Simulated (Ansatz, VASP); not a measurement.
CdTe: VASP beside Ansatz

INCAR

```
SYSTEM = CdTe
ALGO = Normal
EDIFF = 1E-6
ENCUT = 520
ISIF = 2
ISMEAR = -1
LASPH = .True.
LCHARG = .False.
LREAL = .False.
LWAVE = .False.
NBANDS = 16
NELM = 100
PREC = Accurate
SIGMA = 0.05
```

KPOINTS

```
k-points
0
Gamma
  12 12 12
  0 0 0
```

POSCAR

```
CdTe
1.0
    0.0000000000      2.6248585210      2.6248585210
    2.6248585210      0.0000000000      2.6248585210
    2.6248585210      2.6248585210      0.0000000000
Cd Te
1 1
Direct
    0.0000000000      0.0000000000      0.0000000000
    0.2500000000      0.2500000000      0.2500000000
```

Input for Ansatz:

```yaml
crystal:
  lattice:
    - [0.0, 2.624858521, 2.624858521]
    - [2.624858521, 0.0, 2.624858521]
    - [2.624858521, 2.624858521, 0.0]
  atoms:
    - { symbol: Cd, position: [0.0, 0.0, 0.0] }
    - { symbol: Te, position: [0.25, 0.25, 0.25] }
kpoints:
  mp_grid: { grid: [12, 12, 12] }
scf:
  occupations: { method: fermi_dirac, width: 0.05 }
hamiltonian:
  xc: lda
  pseudopotentials: { kind: all_electron, datasets: crystal }
output:
  forces: true
  stress: true
  eigenvalues: true
```

Change from the starting cell: volume scaled by 0.55, crystal datasets.

Alike in both runs: task single point; functional LDA; k mesh 12 × 12 × 12; occupations fermi-dirac, width 0.05 eV; no spin polarisation.

|  | VASP | Ansatz |
| --- | --- | --- |
| version | VASP 6.6.1 | Ansatz 0.2.0 |
| potentials or method | VASP PAW LDA potentials, release 64 (Cd, Te), cutoff 520 eV | all-electron PAW with datasets made for the crystal, scalar-relativistic |

VASP gave:

| Item | Value |
| --- | --- |
| pressure (GPa) | 117.7 |

Task: Estimate Ansatz's values.

Result: Pressure (GPa): 115.7.

LDA's correlation is that of Perdew and Zunger in VASP and of Perdew and Wang (1992) in Ansatz. Both programs put the cell under a high pressure, so it lies far from rest at this level. Ansatz ran all-electron here, and VASP with PAW potentials.

Spin-orbit coupling is off throughout. Noted on VASP's run: the cell as given lies far from equilibrium.
